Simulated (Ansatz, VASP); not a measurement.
**TiCo in VASP and in Ansatz**

```
Ti Co
1.0
     3.01515    0.00000    0.00000
     0.00000    3.01515    0.00000
     0.00000    0.00000    3.01515
Ti Co
1 1
Direct
  0.00000 0.00000 0.00000
  0.50000 0.50000 0.50000
```

Alike in both runs: task single point; functional PBE; k mesh 14 × 14 × 14; occupations gaussian, width 0.1 eV; collinear spin.

```csv
,VASP,Ansatz
version,VASP 6.6.1,Ansatz 0.2.0
potentials or method,"VASP PAW PBE potentials, release 64 (Ti_sv, Co), cutoff 520 eV","scalar-relativistic, plane waves, PAW"
valence electrons in the cell,21,29
```

|  | VASP | Ansatz | Ansatz less VASP |
| --- | --- | --- | --- |
| gap on the k mesh at the Fermi level (eV) | none | none | - |
| pressure (GPa) | -4.9 | -4.6 | +0.30 |
| net moment per atom (μB) | 0.45 | 0.45 | +0.002 |
| size of the moment on the site where the two differ most (μB) | 1.01 | 1.04 | +0.029 |

Site moments also hang on the region over which each program counts them. A gap of «none» marks a metal or a gap that the smearing closes. VASP's potentials hold 21 valence electrons a cell and Ansatz's 29, so a difference there can come from the potentials and not from the codes.
